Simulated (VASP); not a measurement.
Here is a VASP 6.6.1 calculation.

File INCAR:

```
PREC = Accurate
ENCUT = 520
EDIFF = 1E-7
ISMEAR = -1
SIGMA = 0.05
LREAL = F
LASPH = T
NELM = 60
ALGO = Normal
ISIF = 2
LWAVE = F
LCHARG = F
GGA = PS
NBANDS = 28
```

File KPOINTS:

```
regular mesh
0
Gamma
  9 9 1
```

The input POSCAR:

```
Pb
1.0
    3.4800006906      0.0000000000      0.0000000000
   -1.7400003453      3.0137690032      0.0000000000
    0.0000000000      0.0000000000     20.5900000000
Pb
3
Direct
    0.3333333333      0.6666666666      0.3642544925
    0.6666666667      0.3333333334      0.5000000000
    0.3333333333      0.6666666666      0.6357455075
```

Potentials or basis: VASP PAW PBE potentials, release 64 (Pb_d).

Launch:

```sh
$ cat potpaw_PBE.64/Pb_d/POTCAR > POTCAR
$ mpirun -np 1 vasp_std > vasp.out
```

**Question.** What does it give for the band gap on the k mesh?

**Answer.** Zero (bands 21 and 22 overlap by 4.00 eV).

**Question.** Predict the largest force.

**Answer.** 0.023 eV/Å.

Forces in eV/Å, atoms in the order of the input:
```
Pb   0.000  0.000 -0.023
Pb   0.000  0.000  0.000
Pb   0.000  0.000  0.023
```

Caveat: the PAW data sets were made with another functional, which shifts forces and pressure a little; spin-orbit coupling is left out, which moves the levels of the heavy elements.
